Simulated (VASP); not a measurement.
Set up this calculation in VASP 6.6.1, as the native input.

- Task: single point
- Functional: PBEsol
- Potentials or basis: VASP PAW PBE potentials, release 64 (Pb_d, Te)
- Cutoff: 520 eV
- k mesh: 8 × 8 × 8
- Occupations: gaussian, width 0.05 eV
- Spin: no spin polarisation
- Dipole correction: no
- Further INCAR settings: ALGO = Normal; EDIFF = 1e-07; NBANDS = 17

The structure of TePb lies in POSCAR:

```
TePb
1.0
    0.0000000000      3.1779647424      3.1779647424
    3.1779647424      0.0000000000      3.1779647424
    3.1779647424      3.1779647424      0.0000000000
Pb Te
1 1
Direct
    0.5000000000      0.5000000000      0.5000000000
    0.0000000000      0.0000000000      0.0000000000
```

This cell differs from its parent crystal: volume scaled by 0.960.

The input as run:

INCAR

```
SYSTEM = TePb
ALGO = Normal
EDIFF = 1E-7
ENCUT = 520
GGA = PS
ISIF = 2
ISMEAR = 0
LASPH = .TRUE.
LCHARG = .FALSE.
LREAL = .FALSE.
LWAVE = .FALSE.
NBANDS = 17
NELM = 60
PREC = Accurate
SIGMA = 0.05
```

KPOINTS

```
k-points
0
G
  8 8 8
  0 0 0
```

Potentials or basis: VASP PAW PBE potentials, release 64 (Pb_d, Te).

Command:

```console
$ cat potpaw_PBE.64/Pb_d/POTCAR potpaw_PBE.64/Te/POTCAR > POTCAR
$ mpirun -np 1 vasp_std > vasp.out
```

It gave:

```
Pressure               : 2.0 GPa
Band gap on the k mesh : 0.56 eV, direct
```

Caveat: the PAW data sets were made with another functional, which shifts forces and pressure a little; spin-orbit coupling is left out, which moves the levels of the heavy elements.

Wall time 19 s on 1 thread of AMD EPYC 9R45 (Zen 5) (shared host), peak memory 0.18 GiB.
